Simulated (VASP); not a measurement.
A run of VASP 6.6.1 is set up as follows.

File POSCAR:

```
InP
1.0
    0.0000000000      2.9108316221      2.9108316221
    2.9108316221      0.0000000000      2.9108316221
    2.9108316221      2.9108316221      0.0000000000
In P
1 1
Direct
    0.0000000000      0.0000000000      0.0000000000
    0.7500000000      0.7500000000      0.7500000000
```

INCAR.step1

```
SYSTEM = InP
  ALGO = Normal
  EDIFF = 1E-5
  ENCUT = 520
  GGA = PE
  ISIF = 2
  ISMEAR = -1
  LASPH = .True.
  LCHARG = .False.
  LREAL = .False.
  LWAVE = .True.
  NBANDS = 16
  NELM = 60
  PREC = Accurate
  SIGMA = 0.05
```

Contents of INCAR.step2:

```
SYSTEM = InP
  AEXX = 0.25
  ALGO = Normal
  EDIFF = 1E-6
  ENCUT = 520
  GGA = PS
  ISIF = 2
  ISMEAR = -1
  ISTART = 1
  LASPH = .True.
  LCHARG = .False.
  LHFCALC = .True.
  LREAL = .False.
  LWAVE = .False.
  NBANDS = 16
  NELM = 60
  PREC = Accurate
  PRECFOCK = Normal
  SIGMA = 0.05
```

Contents of KPOINTS:

```
k-points
0
Gamma
  4 4 4
  0 0 0
```

Potentials or basis: VASP PAW PBE potentials, release 64 (In_d, P).

Launch:

```bash
$ cat potpaw_PBE.64/In_d/POTCAR potpaw_PBE.64/P/POTCAR > POTCAR
$ cp INCAR.step1 INCAR
$ mpirun -np 1 vasp_std > vasp.out
$ cp INCAR.step2 INCAR
$ mpirun -np 1 vasp_std > vasp.out
```

Question: Estimate the band gap on the k mesh.

Answer: 2.27 eV, direct.

Question: Estimate the pressure.

Answer: 0.8 GPa.

Caveat: the k points lie up to 0.47 Å⁻¹ apart; the PAW data sets were made with another functional, which shifts forces and pressure a little; spin-orbit coupling is left out, which moves the levels of the heavy elements.
